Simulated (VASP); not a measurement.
# GaSi62 (a cell with a defect) in VASP: single point with PBE+D3(BJ)

Aim: the single point of GaSi62 (a cell with a defect) with PBE+D3(BJ).

Everything below comes from runs of VASP 6.6.1. Logs are shortened: lines on timing, memory, paths and dates and some standing lists are left out, and cuts for length are marked.

### Step 1. The cell of the first run

The cell holds a defect, 63 atoms: a = 10.860 Å, b = 10.860 Å, c = 10.860 Å, α = 90.00°, β = 90.00°, γ = 90.00°.

### Step 2. Single point, PBE+D3(BJ), collinear spin, zero start

The input, INCAR:

```
SYSTEM = GaSi62
PREC     = Accurate       ! precision mode
ENCUT    = 520            ! plane-wave cutoff, eV
EDIFF    = 1E-6           ! SCF threshold, eV
ISMEAR   = 0              ! smearing method
SIGMA    = 0.02           ! smearing width, eV
LREAL    = Auto         
LASPH    = .True.         ! aspherical terms in the spheres
NELM     = 150            ! most SCF steps
ALGO     = Normal         ! electronic algorithm
ISIF     = 2              ! what is computed and relaxed
LWAVE    = .False.        ! write WAVECAR
LCHARG   = .True.         ! write CHGCAR
ISPIN    = 2              ! spin polarisation
MAGMOM   = 0 0 0 0 0 0 0 0 0 0 0 0 0 0 0 0 0 0 0 0 0 0 0 0 0 0 0 0 0 0 0 0 0 0 0 0 0 0 0 0 0 0 0 0 0 0 0 0 0 0 0 0 0 0 0 0 0 0 0 0 0 0 0 ! initial moments
LORBIT   = 11             ! projections on sites
GGA      = PE             ! functional
IVDW     = 12             ! dispersion correction
LELF     = .True.         ! ELF
LVHAR    = .True.       
NELECT   = 259.0        
NBANDS   = 172            ! bands
```

The input, KPOINTS:

```
Automatic mesh
0
Gamma
  1 1 1
  0 0 0
```

The input, POSCAR:

```
GaSi62
1.0
   10.8600000000      0.0000000000      0.0000000000
    0.0000000000     10.8600000000      0.0000000000
    0.0000000000      0.0000000000     10.8600000000
Si Ga
62 1
Direct
    0.4990623389     -0.0001912523      0.0015570902
    0.6244767035      0.1255906998      0.1252709024
    0.7502591160      0.2510041436      0.0015564457
    0.8766668508      0.3761151013      0.1252978821
    0.7511653775     -0.0010981584      0.2501286372
    0.8765713628      0.1246787293      0.3738541436
   -0.0052594843      0.0014173112     -0.0053841621
    0.1241074586      0.1245370166      0.1239859116
    0.2502272560      0.2510958564      0.0015619705
    0.3760058011      0.3740617864      0.1270556169
    0.4989720074      0.4998402394      0.0015616022
    0.6255305709      0.6259620626      0.1239827808
    0.7486500000      0.7553308471     -0.0053865562
    0.8740940147      0.8759741252      0.1225299263
    0.2515329650     -0.0000404236      0.2514114180
    0.3809081031      0.1230739411      0.3807840700
    0.5015503683      0.2485177716      0.2528674954
    0.6269930939      0.3691634438      0.3807814917
    0.7501080110      0.4985365562      0.2514081952
    0.8766663904      0.6246474217      0.3738294659
    0.5079422652     -0.0043988950      0.5078164825
    0.7544634438      0.2421291897      0.5078149171
    0.8765711786      0.3760908840      0.6252645488
    0.8677009208      0.1289060773      0.8675771639
   -0.0003613260      0.5016023020     -0.0004837937
    0.1250036832      0.6250635359      0.1248823204
    0.2484655617      0.7504284530     -0.0004832413
    0.3739520258      0.8734013812      0.1252982505
    0.0016842541      0.2510955801      0.2501062615
    0.1271797422      0.3740605893      0.3758842541
    0.2506379374      0.4994288214      0.2505156538
    0.3760056169      0.6228879374      0.3758835175
    0.4989714549      0.7483825046      0.2501049724
    0.6253883057      0.8734939227      0.3738527624
    0.0016793738     -0.0001903315      0.4989409761
    0.1253941068      0.1255914365      0.6243545120
    0.2529927256      0.2485164825      0.5014287293
    0.3809093923      0.3691595764      0.6268713628
    0.5015511971      0.4970774401      0.5014280847
    0.6244766114      0.6246748619      0.6243550645
    0.7502588398      0.7483888582      0.4989409761
    0.8677030387      0.8823658379      0.6210393186
    0.2502535912     -0.0010970534      0.7510417127
    0.3739766114      0.1246798343      0.8764505525
    0.5079421731      0.2421266114      0.7543449355
    0.6253881215      0.3760915285      0.8764508287
    0.7511651934      0.4998155617      0.7510425414
    0.8740941068      0.6274131676      0.8739714549
   -0.0003623389      0.7504298343      0.2483423573
    0.1254199816      0.8734010129      0.3738298343
    0.0016846225      0.4998395028      0.4988485267
    0.1241081031      0.6259584715      0.6254080110
    0.2502273481      0.7483825967      0.4988489871
    0.3739768877      0.8734952118      0.6252639042
    0.0016782689      0.2510049724      0.7501353591
    0.1254197974      0.3761150092      0.8765435543
    0.2515337017      0.4985328729      0.7499852670
    0.3739517495      0.6246467772      0.8765435543
    0.4990615101      0.7483889503      0.7501365562
    0.6211595764      0.8823698895      0.8675750460
   -0.0052586556      0.7553273481      0.7485289134
    0.1226562615      0.8759735727      0.8739715470
    0.6878022099      0.0622278085      0.6877266114
```

Potentials or basis: VASP PAW PBE potentials, release 64 (Si, Ga_d).

The run is started by

```console
$ cat potpaw_PBE.64/Si/POTCAR potpaw_PBE.64/Ga_d/POTCAR > POTCAR
$ mpirun -np 1 vasp_gam > vasp.out
```

OUTCAR:

```text
SYSTEM = GaSi62
   PREC = Accurate
   ENCUT = 520
   EDIFF = 1E-6
   ISMEAR = 0
   LREAL = Auto
   LASPH = .True.
   NELM = 150
   ISIF = 2
   ISPIN = 2
   LORBIT = 11
   GGA = PE
   IVDW = 12
   NELECT = 259.0
 IVDW          = 12

 ion  position               nearest neighbor table
   1  0.499  1.000  0.002-  60 2.35   2 2.35  44 2.35  28 2.35
   2  0.624  0.126  0.125-  17 2.34   1 2.35   3 2.35   5 2.37
   3  0.750  0.251  0.002-  24 2.35   2 2.35  46 2.35   4 2.35
   4  0.877  0.376  0.125-  25 2.35  29 2.35  19 2.35   3 2.35
   5  0.751  0.999  0.250-  14 2.34   6 2.35  34 2.35   2 2.37
   6  0.877  0.125  0.374-  22 2.35   5 2.35  35 2.35  29 2.35
[... 54 lines left out ...]
  61  0.995  0.755  0.749-  62 2.35  48 2.35  42 2.39  52 2.39
  62  0.123  0.876  0.874-  43 2.34  61 2.35   7 2.35  27 2.36
  63  0.688  0.062  0.688-  60 2.86  45 2.86  24 2.86  21 2.86  42 2.86  22 2.86

  LATTYP: Found a simple cubic cell.
 ALAT       =    10.8600000000

  Lattice vectors:

 A1 = (  10.8600000000,   0.0000000000,   0.0000000000)
 A2 = (   0.0000000000,  10.8600000000,   0.0000000000)
 A3 = (   0.0000000000,   0.0000000000,  10.8600000000)

Analysis of symmetry for initial positions (statically):
=====================================================================
 Subroutine PRICEL returns:
 Original cell was already a primitive cell.

 Routine SETGRP: Setting up the symmetry group for a
 simple cubic supercell.

 Subroutine GETGRP returns: Found  1 space group operations
 (whereof  1 operations were pure point group operations)
 out of a pool of 48 trial point group operations.

The static configuration has the point symmetry C_1 .

Analysis of symmetry for dynamics (positions and initial velocities):
=====================================================================
 Subroutine PRICEL returns:
 Original cell was already a primitive cell.

 Routine SETGRP: Setting up the symmetry group for a
 simple cubic supercell.

 Subroutine GETGRP returns: Found  1 space group operations
 (whereof  1 operations were pure point group operations)
 out of a pool of 48 trial point group operations.

The dynamic configuration has the point symmetry C_1 .

Analysis of structural, dynamic, and magnetic symmetry:
=====================================================================
 Subroutine PRICEL returns:
 Original cell was already a primitive cell.

 Routine SETGRP: Setting up the symmetry group for a
 simple cubic supercell.

 Subroutine GETGRP returns: Found  1 space group operations
 (whereof  1 operations were pure point group operations)
 out of a pool of 48 trial point group operations.

The overall configuration has the point symmetry C_1 .

 Subroutine INISYM returns: Found  1 space group operations
 (whereof  1 operations are pure point group operations),
 and found     1 'primitive' translations

----------------------------------------------------------------------------------------

                                     Primitive cell

  volume of cell :    1280.8241

  direct lattice vectors                    reciprocal lattice vectors
    10.860000000  0.000000000  0.000000000     0.092081031  0.000000000  0.000000000
     0.000000000 10.860000000  0.000000000     0.000000000  0.092081031  0.000000000
     0.000000000  0.000000000 10.860000000     0.000000000  0.000000000  0.092081031

  length of vectors
    10.860000000 10.860000000 10.860000000     0.092081031  0.092081031  0.092081031

  position of ions in fractional coordinates (direct lattice)
     0.499062339  0.999808748  0.001557090
     0.624476704  0.125590700  0.125270902
     0.750259116  0.251004144  0.001556446
     0.876666851  0.376115101  0.125297882
     0.751165378  0.998901842  0.250128637
     0.876571363  0.124678729  0.373854144
[... 55 lines left out ...]
     0.122656261  0.875973573  0.873971547
[... 124 lines left out ...]
   TEBEG  =    0.0;   TEEND  =   0.0 temperature during run
   PSTRESS=    0.0 pullay stress
   NELECT =     259.0000    total number of electrons
   NUPDOWN=      -1.0000    fix difference up-down
   EMIN   =  10.00;   EMAX   =-10.00  energy-range for DOS
   EFERMI =   0.00;   METHOD = LEGACY
   ISMEAR =     0;   SIGMA  =   0.02  broadening in eV -4-tet -1-fermi 0-gaus
   EFERMI_NEDOS =   21; number of points for ismear=-14 and -15
   IALGO  =     38    algorithm
   IMIX   =      4    mixing-type and parameters
     AMIX     =   0.40;   BMIX     =  1.00
     AMIX_MAG =   1.60;   BMIX_MAG =  1.00
  volume/ion in A,a.u.               =      20.33       137.20
  Fermi-wavevector in a.u.,A,eV,Ry     =   0.960900  1.815838 12.562655  0.923329
  Thomas-Fermi vector in A             =   2.090225
   LORBIT       =     11    0 simple, 1 ext, 2 COOP (PROOUT), +10 PAW based schemes
   GGA     = PE    functional components
   LHFCALC =     F    Hartree Fock is set to
   AEXX    =    0.0000 exact exchange contribution
   IVDW    =    12    specifies the selected vdW correction
   LEPSILON=     F    determine dielectric tensor
   LRPA    =     F    only Hartree local field effects (RPA)
 spin polarized calculation
 Gauss-broadening in eV      SIGMA  =   0.02
  energy-cutoff  :      520.00
  volume of cell :     1280.82
 maximum number of plane-waves:     17229
 NGX is ok and might be reduce to    84
   NGX = 41   NGY = 41   NGZ = 41

 number of electron     261.0000000 magnetization       0.0000000

 number of electron     258.9999993 magnetization      -0.9903278

 Free energy of the ion-electron system (eV)
  ---------------------------------------------------
  ext. energy  EPLUGINS =         0.00000000
  ---------------------------------------------------
  free energy    TOTEN  =      -341.78610927 eV

  energy without entropy =     -341.78565575  energy(sigma->0) =     -341.78588251

 E-fermi :   5.5170     XC(G=0):  -9.3291

 val. band max:        5.4811151070   @ k =   0.0000   0.0000   0.0000
 cond. band min:       5.5528264471   @ k =   0.0000   0.0000   0.0000
 fundamental gap:      0.0717113401
 Fermi energy:         5.5169707770

 spin component 1

 k-point     1 :       0.0000    0.0000    0.0000
  band No.  band energies     occupation
      1      -8.9088      1.00000
      2      -8.9088      1.00000
      3      -8.8803      1.00000
      4      -8.8803      1.00000
      5      -8.8732      1.00000
      6      -6.1895      1.00000
[... 133 lines left out ...]
    140       6.9083      0.00000
    141       6.9083      0.00000
 Fermi energy:         5.5169707770

 spin component 2

 k-point     1 :       0.0000    0.0000    0.0000
  band No.  band energies     occupation
      1      -8.9131      1.00000
      2      -8.9131      1.00000
      3      -8.8848      1.00000
      4      -8.8848      1.00000
      5      -8.8770      1.00000
      6      -6.2057      1.00000
[... 133 lines left out ...]
    140       6.8981      0.00000
    141       6.8981      0.00000
 [bands above 141 left out]

------------------------ aborting loop because EDIFF is reached ----------------------------------------

 Edisp (eV)  -19.67436

 E6    (eV) :   -11.5011

 E8    (eV) :    -8.1733

  FORCE on cell =-STRESS in cart. coord.  units (eV):
  Direction    XX          YY          ZZ          XY          YZ          ZX
  --------------------------------------------------------------------------------------
  -------------------------------------------------------------------------------------
  Total     -23.39595   -23.39244   -23.39306     5.66582     5.66072    -5.66320
  in kB     -29.26589   -29.26150   -29.26227     7.08735     7.08096    -7.08407
  external pressure =      -29.26 kB  Pullay stress =        0.00 kB

 VOLUME and BASIS-vectors are now :
 -----------------------------------------------------------------------------
  energy-cutoff  :      520.00
  volume of cell :     1280.82
      direct lattice vectors                 reciprocal lattice vectors
    10.860000000  0.000000000  0.000000000     0.092081031  0.000000000  0.000000000
     0.000000000 10.860000000  0.000000000     0.000000000  0.092081031  0.000000000
     0.000000000  0.000000000 10.860000000     0.000000000  0.000000000  0.092081031

 POSITION                                       TOTAL-FORCE (eV/Angst)
 -----------------------------------------------------------------------------------
      5.41982     10.85792      0.01691        -0.000077      0.002366     -0.002796
      6.78182      1.36391      1.36044        -0.001732      0.002084     -0.002107
      8.14781      2.72590      0.01690        -0.002697     -0.000035     -0.002857
      9.52060      4.08461      1.36073         0.004208     -0.000528      0.001481
      8.15766     10.84807      2.71640         0.001567     -0.001937      0.002423
      9.51957      1.35401      4.06006         0.003585     -0.002179     -0.001544
[... 55 lines left out ...]
      1.33205      9.51307      9.49133        -0.000308      0.001763     -0.001869
      7.46953      0.67579      7.46871         0.000108     -0.000491      0.000664
 -----------------------------------------------------------------------------------
    total drift:                                0.011016     -0.011588      0.014242

  FREE ENERGIE OF THE ION-ELECTRON SYSTEM (eV)
  ---------------------------------------------------
  free  energy   TOTEN  =      -361.4604738099 eV

  energy  without entropy=     -361.4600202852  energy(sigma->0) =     -361.46024705

 total charge

# of ion       s       p       d       tot
------------------------------------------
    1        0.742   0.946   0.000   1.688
    2        0.740   0.949   0.000   1.688
    3        0.742   0.946   0.000   1.688
    4        0.742   0.945   0.000   1.687
    5        0.740   0.949   0.000   1.688
    6        0.742   0.946   0.000   1.688
[... 55 lines left out ...]
   62        0.739   0.952   0.000   1.691
   63        0.879   0.594   9.935  11.409
--------------------------------------------------
tot         47.009  58.606   9.935 115.550

 magnetization (x)

# of ion       s       p       d       tot
------------------------------------------
    1       -0.000  -0.010   0.000  -0.010
    2       -0.000  -0.014   0.000  -0.014
    3       -0.000  -0.010   0.000  -0.010
    4       -0.000  -0.006   0.000  -0.006
    5       -0.000  -0.014   0.000  -0.014
    6       -0.000  -0.010   0.000  -0.010
[... 55 lines left out ...]
   62       -0.000  -0.007   0.000  -0.007
   63       -0.014   0.001  -0.000  -0.013
--------------------------------------------------
tot         -0.025  -0.422  -0.000  -0.447
```

Run time: 20 min. Hardware: 1 thread of Intel Xeon Platinum 8375C at 2.90GHz (Ice Lake), shared host; peak memory 1.4 GiB.

Results:

| Quantity | Value |
| --- | --- |
| Free energy | -361.4605 eV |
| Largest force | 0.007 eV/Å |
| Net moment | -0.99 μB per cell |
| Valence electrons inside the program's atomic spheres | Si 1.69, 1.67, 1.63 (each value once); Ga 11.41 |
| Dispersion energy per atom | -0.312 eV |

Forces in eV/Å, atoms in the order of the input:
```
Si   0.000  0.002 -0.003
Si  -0.002  0.002 -0.002
Si  -0.003  0.000 -0.003
Si   0.004 -0.001  0.001
Si   0.002 -0.002  0.002
Si   0.004 -0.002 -0.002
Si   0.002 -0.001  0.002
Si   0.000  0.000 -0.001
Si  -0.001  0.001 -0.004
Si   0.001 -0.002  0.001
Si  -0.001  0.001 -0.004
Si   0.001  0.000  0.000
Si   0.002 -0.002  0.002
Si  -0.002  0.001 -0.001
Si  -0.003  0.000 -0.002
Si  -0.003  0.007 -0.002
Si   0.002 -0.002  0.003
Si  -0.007  0.002 -0.002
Si   0.000  0.002 -0.002
Si   0.004 -0.001  0.001
Si  -0.004 -0.002 -0.004
Si   0.001  0.004 -0.004
Si   0.003  0.001  0.002
Si   0.004 -0.002  0.004
Si  -0.001 -0.001 -0.001
Si   0.001 -0.002  0.002
Si   0.001  0.001 -0.001
Si   0.001 -0.004  0.001
Si  -0.004  0.002 -0.001
Si   0.001 -0.002  0.002
Si   0.000  0.000 -0.001
Si   0.002 -0.001  0.001
Si  -0.001  0.005 -0.001
Si   0.002 -0.003 -0.002
Si  -0.002  0.002  0.000
Si  -0.002  0.003 -0.003
Si   0.002 -0.002  0.002
Si  -0.003  0.002 -0.006
Si   0.002 -0.002  0.001
Si  -0.003  0.002 -0.003
Si  -0.003  0.003  0.000
Si   0.004 -0.005  0.002
Si   0.003 -0.002  0.002
Si  -0.001 -0.002  0.003
Si  -0.004  0.005  0.002
Si   0.002  0.002  0.003
Si   0.002 -0.003  0.002
Si  -0.002  0.000 -0.002
Si  -0.001  0.001  0.002
Si   0.001 -0.004  0.001
Si  -0.003  0.001 -0.002
Si   0.000  0.000  0.001
Si  -0.001  0.004 -0.001
Si  -0.001 -0.003  0.002
Si  -0.003  0.000 -0.002
Si   0.002 -0.001  0.004
Si  -0.002  0.002  0.000
Si   0.001 -0.001  0.005
Si   0.000  0.003 -0.002
Si   0.002 -0.004  0.004
Si   0.002 -0.002  0.001
Si   0.000  0.002 -0.002
Ga   0.000  0.000  0.001
```

Caveat: the k points lie up to 0.58 Å⁻¹ apart; the cell carries a net charge on a neutralising background, which shifts energy and pressure; the cell is charged against a uniform background, so pressure and absolute levels hang on convention; no moment was typed at the start, so none could form.
